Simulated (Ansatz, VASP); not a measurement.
# One calculation of SiC, two programs

```
CELL_PARAMETERS angstrom
3.13583 0.00000 0.00000
-1.56792 2.71571 0.00000
0.00000 0.00000 5.14764
ATOMIC_POSITIONS crystal
Si 0.33333 0.66667 0.00458
Si 0.66667 0.33333 0.50458
C 0.33333 0.66667 0.38042
C 0.66667 0.33333 0.88042
```

Alike in both runs: functional r2SCAN; k mesh 12 × 12 × 6; occupations fermi-dirac, width 0.02 eV; no spin polarisation.

Ansatz relaxed the structure, and its values are those at the end. VASP's run is a single point on that final structure, the one shown.

```csv
,VASP,Ansatz
version,VASP 6.6.1,Ansatz 0.2.0
potentials or method,"VASP PAW PBE potentials, release 64 (Si, C), cutoff 520 eV",PAW plane waves
valence electrons in the cell,16,16
```

Ansatz gave:

| Property | Result |
| --- | --- |
| gap on the k mesh at the Fermi level (eV) | 2.73 |
| pressure (GPa) | -11.9 |
| rms of the force components (eV/Å) | 0.004 |

Problem. Estimate VASP's values.

Solution. gap on the k mesh at the Fermi level (eV): 2.74; pressure (GPa): -12.0; rms of the force components (eV/Å): 0.004.

VASP's potentials were made for PBE, not for r2SCAN. With one functional, cell and mesh, what is left measures potentials, basis and numerics. Ansatz's warnings: stress scf threshold loose.
